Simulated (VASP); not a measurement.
# PtS2: relaxation of cell and atoms with PBEsol

Crystal: PtS2.

```
Pt S
1.0
     7.10846    0.05081   -0.03712
    -1.75511    3.05654   -0.00498
    -0.02484   -0.02204    4.83152
Pt S
2 4
Direct
  0.01177 0.94374 0.95749
  0.51919 0.99729 0.96534
  0.31434 0.25943 0.78121
  0.17595 0.77544 0.25568
  0.85298 0.37595 0.77644
  0.65261 0.58851 0.24786
```

```json
{
  "Program": "VASP 6.6.1",
  "Task": "relaxation of cell and atoms",
  "Functional": "PBEsol",
  "Potentials or basis": "VASP PAW PBE potentials, release 64 (Pt, S)",
  "Cutoff": "600 eV",
  "k mesh": "6 × 6 × 4",
  "Occupations": "fermi-dirac, width 0.05 eV",
  "Spin": "no spin polarisation",
  "Dipole correction": "no",
  "Further INCAR settings": "ALGO = Normal; EDIFF = 1e-07; IBRION = 2; EDIFFG = -0.01; NSW = 100; ISIF = 3"
}
```

```json
{"Relaxed volume": "17.73 Å³/atom", "Relaxed cell": "a = 7.133 Å, b = 3.566 Å, c = 4.830 Å, α = 89.99°, β = 89.99°, γ = 120.00°", "Space group after relaxing (to 0.1 Å)": "P-3m1 (No. 164)", "Energy gained by relaxing": "743.8 meV/atom", "Ionic steps": "41", "Pressure after relaxing": "0.0 GPa", "Largest force after relaxing": "0.010 eV/Å", "Band gap on the k mesh": "0.36 eV (least direct gap 0.70 eV)"}
```

Forces in eV/Å, atoms in the order of the input:
```
Pt   0.004 -0.006 -0.006
Pt   0.002  0.004  0.007
S    0.003 -0.002  0.002
S   -0.006 -0.003 -0.001
S    0.000  0.004 -0.002
S   -0.003  0.003  0.000
```

Step by step:
| step | energy change (eV) | largest force (eV/Å) | pressure (GPa) | volume (Å³) |
| --- | --- | --- | --- | --- |
| 1 | 0.0000 | 11.0506 | 22.99 | 105.40 |
| 3 | -2.9440 | 2.1447 | -11.33 | 120.50 |
| 5 | -3.0246 | 2.3486 | -7.47 | 117.11 |
| 7 | -4.0679 | 1.8634 | 2.54 | 106.66 |
| 9 | -4.2784 | 1.0603 | -1.65 | 108.70 |
| 11 | -4.4207 | 0.8405 | 1.18 | 106.74 |
| 13 | -4.4474 | 0.2612 | -0.73 | 107.90 |
| 15 | -4.4531 | 0.1554 | 0.37 | 107.24 |
| 17 | -4.4570 | 0.1013 | -0.18 | 107.60 |
| 19 | -4.4589 | 0.1011 | 0.14 | 107.36 |
| 21 | -4.4608 | 0.0996 | -0.33 | 107.52 |
| 23 | -4.4618 | 0.0723 | 0.12 | 107.14 |
| 25 | -4.4623 | 0.0297 | -0.07 | 107.19 |
| 27 | -4.4625 | 0.0280 | 0.05 | 107.03 |
| 29 | -4.4625 | 0.0132 | -0.07 | 107.06 |
| 31 | -4.4626 | 0.0189 | 0.02 | 106.94 |
| 33 | -4.4627 | 0.0215 | -0.04 | 106.76 |
| 35 | -4.4627 | 0.0172 | 0.04 | 106.55 |
| 37 | -4.4628 | 0.0173 | 0.01 | 106.49 |
| 39 | -4.4628 | 0.0223 | -0.05 | 106.41 |
| 41 | -4.4628 | 0.0099 | 0.00 | 106.39 |

Final structure:
```yaml
crystal:
  lattice:
    - [7.13290, -0.00007, 0.00054]
    - [-1.78277, 3.08823, 0.00070]
    - [0.00019, 0.00021, 4.82958]
  atoms:
    - { symbol: Pt, position: [0.00449, 0.99019, 0.99750] }
    - { symbol: Pt, position: [0.50444, 0.98996, 0.99717] }
    - { symbol: S, position: [0.33776, 0.32346, 0.74921] }
    - { symbol: S, position: [0.17124, 0.65685, 0.24543] }
    - { symbol: S, position: [0.83789, 0.32348, 0.74940] }
    - { symbol: S, position: [0.67104, 0.65642, 0.24532] }
```

Levels at points of the mesh, in eV from the valence-band top:
```
           k point  band 20  band 21  band 22  band 23  band 24  band 25
(0.00, 0.00, 0.00)    -1.40    -1.40     0.00     1.07     1.63     1.63
(0.50, 0.00, 0.00)    -1.87    -1.24    -1.24     1.37     1.37     1.83
(0.00, 0.50, 0.00)    -3.35    -2.76    -2.76     1.07     1.07     2.43
(0.50, 0.50, 0.00)    -2.65    -0.93    -0.93     0.50     0.50     1.16
(0.00, 0.00, 0.50)    -1.77    -1.50    -1.32     1.23     1.87     2.44
(0.50, 0.00, 0.50)    -1.58    -1.15    -1.15     0.78     0.78     1.34
(0.00, 0.50, 0.50)    -3.08    -1.50    -1.50     1.22     1.23     1.87
(0.50, 0.50, 0.50)    -2.57    -1.95    -1.94     1.66     1.66     1.70
```

Wall time 62 min on 1 thread of Intel(R) Xeon(R) 6975P-C (Granite Rapids), on a shared host, peak memory 0.44 GiB.

Caveat: the PAW data sets were made with another functional, which shifts forces and pressure a little; spin-orbit coupling is left out, which moves the levels of the heavy elements. A k mesh can miss the band edges.
